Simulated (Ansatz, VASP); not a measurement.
## HgTe in VASP and in Ansatz

Contents of INCAR:

```
PREC = Accurate
ENCUT = 520
EDIFF = 1E-7
ISMEAR = -1
SIGMA = 0.05
LREAL = False
LASPH = True
NELM = 80
ALGO = Normal
ISIF = 2
LWAVE = False
LCHARG = False
GGA = PS
NBANDS = 16
```

File KPOINTS:

```
Automatic mesh
0
Gamma
  9 9 9
```

Contents of POSCAR:

```
HgTe
1.0
    0.0000000000      3.1590300000      3.2235000000
    3.1590300000      0.0000000000      3.2235000000
    3.1590300000      3.1590300000      0.0000000000
Hg Te
1 1
Direct
    0.0000000000      0.0000000000      0.0000000000
    0.7500000000      0.7500000000      0.7500000000
```

Input for Ansatz:

```yaml
crystal:
  lattice:
    - [0.0, 3.15903, 3.2235]
    - [3.15903, 0.0, 3.2235]
    - [3.15903, 3.15903, 0.0]
  atoms:
    - { symbol: Hg, position: [0.0, 0.0, 0.0] }
    - { symbol: Te, position: [0.75, 0.75, 0.75] }
kpoints:
  mp_grid: { grid: [9, 9, 9] }
  band_path:
    path:
      - [0.0, 0.0, 0.0]
      - [0.5, 0.0, 0.5]
      - [0.75, 0.25, 0.5]
      - [0.5, 0.5, 0.5]
      - [0.0, 0.0, 0.0]
      - [0.5, 0.5, 0.0]
      - [0.62995, 0.62995, 0.2599]
      - [0.37005, 0.37005, 0.7401]
      - [0.0, 0.0, 0.0]
    npoints: 5
scf:
  occupations: { method: fermi_dirac, width: 0.05 }
hamiltonian:
  xc: pbesol
  pseudopotentials: { kind: all_electron, lapw: { basis_error: 0.0005 } }
output:
  forces: true
  stress: true
  eigenvalues: true
```

Change from the starting cell: equal xx and yy strain of -2 %.

Alike in both runs: task single point; functional PBEsol; k mesh 9 × 9 × 9; occupations fermi-dirac, width 0.05 eV; no spin polarisation.

```csv
,VASP,Ansatz
version,VASP 6.6.1,Ansatz 0.2.0
potentials or method,"VASP PAW PBE potentials, release 64 (Hg, Te), cutoff 520 eV","all-electron LAPW, scalar-relativistic"
```

|  | VASP | Ansatz | Ansatz less VASP |
| --- | --- | --- | --- |
| pressure (GPa) | 3.6 | 3.5 | -0.14 |
| traceless stress, the component that is largest in VASP (GPa) | -0.18 | -0.18 | +0.001 |

VASP's potentials were made for PBE, not for PBEsol. Ansatz ran all-electron here, and VASP with PAW potentials.

Neither program's run includes spin-orbit coupling.
